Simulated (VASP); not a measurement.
**KGaRe3: density of states with PBE**

Crystal: KGaRe3.

```
K Ga Re
1.0
     4.70364    0.00000    0.00000
     0.00000    4.70364    0.00000
     0.00000    0.00000    4.70364
K Ga Re
1 1 3
Direct
  0.00000 0.00000 0.00000
  0.50000 0.50000 0.50000
  0.00000 0.50000 0.50000
  0.50000 0.00000 0.50000
  0.50000 0.50000 0.00000
```

* Program: VASP 6.6.1
* Task: density of states
* Functional: PBE
* Potentials or basis: VASP PAW PBE potentials, release 64 (K_sv, Ga_d, Re)
* Cutoff: 520 eV
* k mesh: 8 × 8 × 8
* Occupations: gaussian, width 0.1 eV
* Spin: no spin polarisation
* Dipole correction: no
* k mesh for the DOS: 12 × 12 × 12
* Occupations for the DOS: tetrahedron
* Further INCAR settings: ALGO = Normal; EDIFF = 1e-06; NBANDS = 30

The valence electrons inside the program's atomic spheres are K 7.65; Ga 12.43; Re 5.53.

Levels at points of the mesh, in eV from the Fermi level:
| k point | band 19 | band 20 | band 21 | band 22 | band 23 | band 24 |
| --- | --- | --- | --- | --- | --- | --- |
| (0.00, 0.00, 0.00) | -0.06 | 0.08 | 0.08 | 0.08 | 0.50 | 0.50 |
| (0.50, 0.00, 0.00) | -1.21 | -0.52 | -0.47 | 0.13 | 0.23 | 0.23 |
| (0.50, 0.50, 0.00) | -0.91 | -0.88 | -0.88 | -0.65 | -0.10 | 0.14 |
| (0.50, 0.50, 0.50) | -1.05 | -1.05 | 0.40 | 0.40 | 1.46 | 1.46 |

Wall time 5.1 min on 1 thread of AMD EPYC 9R45 96-Core Processor (Zen 5), on a shared host, peak memory 0.36 GiB.

Caveat: spin-orbit coupling is left out, which moves the levels of the heavy elements.
